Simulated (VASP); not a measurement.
Set up this calculation in VASP 6.6.1, as the native input.

* Task: single point
* Functional: PBEsol
* Potentials or basis: VASP PAW PBE potentials, release 64 (Ti_sv, Al)
* Cutoff: 500 eV
* k mesh: 7 × 7 × 7
* Occupations: fermi-dirac, width 0.15 eV
* Spin: no spin polarisation
* Dipole correction: no
* Further INCAR settings: ALGO = Normal; EDIFF = 1e-06; NBANDS = 14

The structure of TiAl lies in POSCAR:

```
TiAl
1.0
    3.1877822894      0.0000000000      0.0000000000
    0.0000000000      3.1877822894      0.0000000000
    0.0000000000      0.0000000000      3.1877822894
Ti Al
1 1
Direct
    0.5000000000      0.5000000000      0.5000000000
    0.0000000000      0.0000000000      0.0000000000
```

One way to write it, as run:

INCAR

```
SYSTEM = TiAl
PREC     = Accurate       ! precision mode
ENCUT    = 500            ! plane-wave cutoff, eV
EDIFF    = 1E-6           ! SCF threshold, eV
ISMEAR   = -1             ! smearing method
SIGMA    = 0.15           ! smearing width, eV
LREAL    = .False.        ! projectors in reciprocal space
LASPH    = .True.         ! aspherical terms in the spheres
NELM     = 120            ! most SCF steps
ALGO     = Normal         ! electronic algorithm
ISIF     = 2              ! what is computed and relaxed
LWAVE    = .False.        ! write WAVECAR
LCHARG   = .False.        ! write CHGCAR
GGA      = PS             ! functional
NBANDS   = 14             ! bands
GGA_COMPAT= .False.
```

KPOINTS

```
regular mesh
0
Gamma
  7 7 7
  0 0 0
```

Potentials or basis: VASP PAW PBE potentials, release 64 (Ti_sv, Al).

Launch:

```console
$ cat potpaw_PBE.64/Ti_sv/POTCAR potpaw_PBE.64/Al/POTCAR > POTCAR
$ mpirun -np 1 vasp_std > vasp.out
```

It gave:

The pressure is -2.9 GPa.

Caveat: the PAW data sets were made with another functional, which shifts forces and pressure a little.

It took 12 s on 1 thread of Intel Xeon 8259CL, on a shared host, peak memory 0.14 GiB.
